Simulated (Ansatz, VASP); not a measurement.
# O: VASP beside Ansatz

Contents of INCAR:

```
SYSTEM = O
ALGO = Normal
EDIFF = 1E-6
ENCUT = 600
GGA = PE
GGA_COMPAT = .False.
ISIF = 2
ISMEAR = 0
LASPH = .True.
LCHARG = .False.
LREAL = .False.
LWAVE = .False.
NBANDS = 13
NELM = 120
PREC = Accurate
SIGMA = 0.1
```

File KPOINTS:

```
k-points
0
Gamma
  6 6 6
  0 0 0
```

File POSCAR:

```
O
1.0
    1.4233490221      0.8217709410      3.4083000000
   -1.4233490221      0.8217709410      3.4083000000
    0.0000000000     -1.6435418821      3.4083000000
O
2
Direct
    0.0577000000      0.0577000000      0.0577000000
    0.9423000000      0.9423000000      0.9423000000
```

Input for Ansatz:

```yaml
crystal:
  lattice:
    - [1.4233490221, 0.821770941, 3.4083]
    - [-1.4233490221, 0.821770941, 3.4083]
    - [0.0, -1.6435418821, 3.4083]
  atoms:
    - { symbol: O, position: [0.0577, 0.0577, 0.0577] }
    - { symbol: O, position: [0.9423, 0.9423, 0.9423] }
basis:
  ecutwfc: 420
kpoints:
  mp_grid: { grid: [6, 6, 6] }
  band_path: { path: [[0, 0, 0], [0.5, 0, 0], [0.5, 0.5, 0.5]], npoints: 8 }
hamiltonian:
  xc: pbe
scf:
  occupations: { method: gaussian, width: 0.1 }
output:
  forces: true
  stress: true
  eigenvalues: true
```

Alike in both runs: task single point; functional PBE; k mesh 6 × 6 × 6; occupations gaussian, width 0.1 eV; no spin polarisation.

|  | VASP | Ansatz |
| --- | --- | --- |
| version | VASP 6.6.1 | Ansatz 0.2.0 |
| potentials or method | VASP PAW PBE potentials, release 64 (O), cutoff 600 eV | scalar-relativistic, plane waves, PAW |
| valence electrons in the cell | 12 | 12 |

|  | VASP | Ansatz | Ansatz less VASP |
| --- | --- | --- | --- |
| gap on the k mesh at the Fermi level (eV) | none | none | - |
| pressure (GPa) | 9.1 | 5.2 | -3.89 |
| traceless stress, the component that is largest in VASP (GPa) | 30.70 | 22.09 | -8.605 |
| rms of the force components (eV/Å) | 2.471 | 1.508 | -0.9629 |

Atom by atom the forces differ by 0.963 eV/Å (rms over components). A gap of «none» marks a metal or a gap that the smearing closes. With one functional, cell and mesh, what is left measures potentials, basis and numerics.

The k mesh is coarse, so the values compare programs but aren't converged. Noted on VASP's run: the standard files for N, O and F lose accuracy on very short bonds; spin is off for a triplet molecule.
